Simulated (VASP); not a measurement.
**Ti3Al3Cu2: single point with PBE**

Crystal: Ti3Al3Cu2.

```
CELL_PARAMETERS angstrom
7.52625 0.00000 0.00000
-3.76313 6.51793 0.00000
0.00000 0.00000 4.96822
ATOMIC_POSITIONS crystal
Ti 0.21696 0.21696 0.75000
Ti 0.00000 0.78304 0.75000
Ti 0.78304 0.00000 0.75000
Ti 0.78304 0.78304 0.25000
Ti 0.00000 0.21696 0.25000
Ti 0.21696 0.00000 0.25000
Al 0.41325 0.00000 0.75000
Al 0.00000 0.41325 0.75000
Al 0.58675 0.58675 0.75000
Al 0.00000 0.58675 0.25000
Al 0.58675 0.00000 0.25000
Al 0.41325 0.41325 0.25000
Cu 0.66667 0.33333 0.50000
Cu 0.66667 0.33333 0.00000
Cu 0.33333 0.66667 0.00000
Cu 0.33333 0.66667 0.50000
```

- Program: VASP 6.6.1
- Task: single point
- Functional: PBE
- Potentials or basis: VASP PAW PBE potentials, release 64 (Ti_sv, Al, Cu)
- Cutoff: 520 eV
- k mesh: 3 × 3 × 4
- Occupations: gaussian, width 0.1 eV
- Spin: collinear spin
- Starting moments: [1.0, 1.0, 1.0, 1.0, 1.0, 1.0, 0.0, 0.0, 0.0, 0.0, 0.0, 0.0, 0.0, 0.0, 0.0, 0.0] μB

```json
{
  "Pressure": "0.2 GPa",
  "Largest force": "0.021 eV/Å",
  "Net moment": "2.09 μB per cell",
  "Site moments": "Ti +0.25; Al -0.00; Cu +0.01 μB",
  "Valence electrons inside the program's atomic spheres": "Ti 10.23; Al 0.83; Cu 10.02"
}
```

Forces on the atoms (eV/Å):
```
Ti  -0.011 -0.019  0.000
Ti  -0.011  0.019  0.000
Ti   0.021  0.000  0.000
Ti   0.011  0.019  0.000
Ti   0.011 -0.019  0.000
Ti  -0.021  0.000  0.000
Al  -0.020  0.000  0.000
Al   0.010 -0.018  0.000
Al   0.010  0.018  0.000
Al  -0.010  0.018  0.000
Al   0.020  0.000  0.000
Al  -0.010 -0.018  0.000
Cu   0.000  0.000  0.000
Cu   0.000  0.000  0.000
Cu   0.000  0.000  0.000
Cu   0.000  0.000  0.000
```

Stress tensor (GPa, compression positive):
```
0.12 0.00 0.00
0.00 0.12 0.00
0.00 0.00 0.46
```

Levels at points of the mesh, in eV from the Fermi level:
Spin up:
```csv
k point,band 65,band 66,band 67,band 68,band 69,band 70
"(0.00, 0.00, 0.00)",-0.45,-0.40,-0.06,0.23,0.23,0.60
"(0.00, 0.00, 0.50)",-0.33,-0.33,-0.15,-0.15,-0.15,-0.15
```
Spin down:
| k point | band 62 | band 63 | band 64 | band 65 | band 66 | band 67 | band 68 | band 69 |
| --- | --- | --- | --- | --- | --- | --- | --- | --- |
| (0.00, 0.00, 0.00) | -0.97 | -0.97 | -0.29 | -0.29 | -0.21 | 0.33 | 0.45 | 0.45 |
| (0.00, 0.00, 0.50) | -0.31 | -0.31 | -0.31 | 0.03 | 0.03 | 0.03 | 0.03 | 0.06 |

Run time: 10 min on 1 thread of Intel(R) Xeon(R) Platinum 8488C (Sapphire Rapids), on a shared host, peak memory 0.57 GiB.
